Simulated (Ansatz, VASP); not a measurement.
Ag: VASP beside Ansatz

```
CELL_PARAMETERS angstrom
-1.64940 1.64940 1.64940
1.64940 -1.64940 1.64940
1.64940 1.64940 -1.64940
ATOMIC_POSITIONS crystal
Ag 0.00000 0.00000 0.00000
```

Alike in both runs: task single point; functional PBE; k mesh 8 × 8 × 8; occupations gaussian, width 0.05 eV; no spin polarisation.

|  | VASP | Ansatz |
| --- | --- | --- |
| version | VASP 6.6.1 | Ansatz 0.2.0 |
| potentials or method | VASP PAW PBE potentials, release 64 (Ag), cutoff 520 eV | scalar-relativistic, plane waves, PAW |
| valence electrons in the cell | 11 | 19 |

Ansatz gave:

| Quantity | Value |
| --- | --- |
| gap on the k mesh at the Fermi level (eV) | none |
| pressure (GPa) | 0.1 |

Problem. Which values does VASP return?

Solution. gap on the k mesh at the Fermi level (eV): none; pressure (GPa): 0.0.

A gap of «none» marks a metal or a gap that the smearing closes. VASP's potentials hold 11 valence electrons a cell and Ansatz's 19, so a difference there can come from the potentials and not from the codes.
